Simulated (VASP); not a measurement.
Write the native input for VASP 6.6.1 that does the following.

* Task: single point
* Functional: PBE
* Potentials or basis: VASP PAW PBE potentials, release 64 (Hg)
* Cutoff: 520 eV
* k mesh: 2 × 2 × 2
* Occupations: methfessel-paxton, width 0.15 eV
* Spin: no spin polarisation
* Dipole correction: no
* Further INCAR settings: LREAL = Auto; ALGO = Normal; EDIFF = 1e-06; NBANDS = 110

The structure of Hg lies in POSCAR:

```
Hg
1.0
    7.8337200000      0.8371220000     -0.5355980000
   -0.0939530000      7.2068280000     -0.3117470000
   -0.2785470000     -1.2131100000      7.2220240000
Hg
16
Direct
    0.0107432363      0.8013900104      0.9124797962
    0.4078894424      0.0189016152      0.3086941128
    0.0962100323      0.8459217816      0.3530160629
    0.7197725771      0.5625940150      0.7756516385
    0.1045552871      0.2380549698      0.5795605948
    0.9117883841      0.5538699829      0.4477993067
    0.7517647478      0.1895807982      0.4105011200
    0.5334825543      0.6555478937      0.4246258775
    0.0568900318      0.1860446241      0.1700328108
    0.2167598538      0.5059027850      0.1063982645
    0.5572129891      0.9516499606      0.8640056005
    0.4324003287      0.3239132708      0.8058585435
    0.8403284501      0.1523869366      0.7965929506
    0.6889064282      0.3914334223      0.1029618706
    0.7365489688      0.7996240092      0.1766319996
    0.2501397707      0.6361420096      0.6433114490
```

These files were run (other wordings do the same):

INCAR

```
ALGO     = Normal         # electronic algorithm
EDIFF    = 1E-6           # SCF threshold, eV
ENCUT    = 520            # plane-wave cutoff, eV
GGA      = PE             # functional
ISIF     = 2              # what is computed and relaxed
ISMEAR   = 1              # smearing method
LASPH    = T              # aspherical terms in the spheres
LCHARG   = F              # write CHGCAR
LREAL    = Auto         
LWAVE    = F              # write WAVECAR
NBANDS   = 110            # bands
NELM     = 100            # most SCF steps
PREC     = Accurate       # precision mode
SIGMA    = 0.15           # smearing width, eV
```

KPOINTS

```
k-points
0
Gamma
  2 2 2
```

Potentials or basis: VASP PAW PBE potentials, release 64 (Hg).

The run is started by

```sh
$ cat potpaw_PBE.64/Hg/POTCAR > POTCAR
$ mpirun -np 1 vasp_std > vasp.out
```

Results of the run:

- Pressure: 7.8 GPa
- Largest force: 1.239 eV/Å
- Band gap on the k mesh: zero (bands 96 and 97 overlap by 0.26 eV)

Caveat: the k points lie up to 0.45 Å⁻¹ apart; spin-orbit coupling is left out, which moves the levels of the heavy elements.

Wall time 8.3 min on 1 thread of Intel(R) Xeon(R) Platinum 8488C (Sapphire Rapids) (shared host), peak memory 0.55 GiB.
